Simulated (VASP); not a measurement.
A run of VASP 6.6.1:

Contents of INCAR:

```
SYSTEM = KF
PREC = Accurate
ENCUT = 520
EDIFF = 1E-6
ISMEAR = 0
SIGMA = 0.05
LREAL = .False.
LASPH = .True.
NELM = 80
ALGO = Normal
ISIF = 2
LWAVE = .False.
LCHARG = .False.
GGA = PS
NBANDS = 15
```

The input KPOINTS:

```
regular mesh
0
Gamma
  8 8 8
  0 0 0
```

File POSCAR:

```
KF
1.0
    3.2589550000      0.0000000000      0.0000000000
    0.0000000000      3.2589550000      0.0000000000
    0.0000000000      0.0000000000      3.1285968000
K F
1 1
Direct
    0.0000000000      0.0000000000      0.0000000000
    0.5000000000      0.5000000000      0.5000000000
```

Potentials or basis: VASP PAW PBE potentials, release 64 (K_sv, F).

Run with:

```bash
$ cat potpaw_PBE.64/K_sv/POTCAR potpaw_PBE.64/F/POTCAR > POTCAR
$ mpirun -np 1 vasp_std > vasp.out
```

Hardware: 1 thread of Intel(R) Xeon(R) Platinum 8488C (Sapphire Rapids) (shared host).

Estimate the wall time of this run.

It took 15 s on 1 thread of Intel(R) Xeon(R) Platinum 8488C (Sapphire Rapids) (shared host), peak memory 0.16 GiB. Counts: scf iterations 13, k points 75.
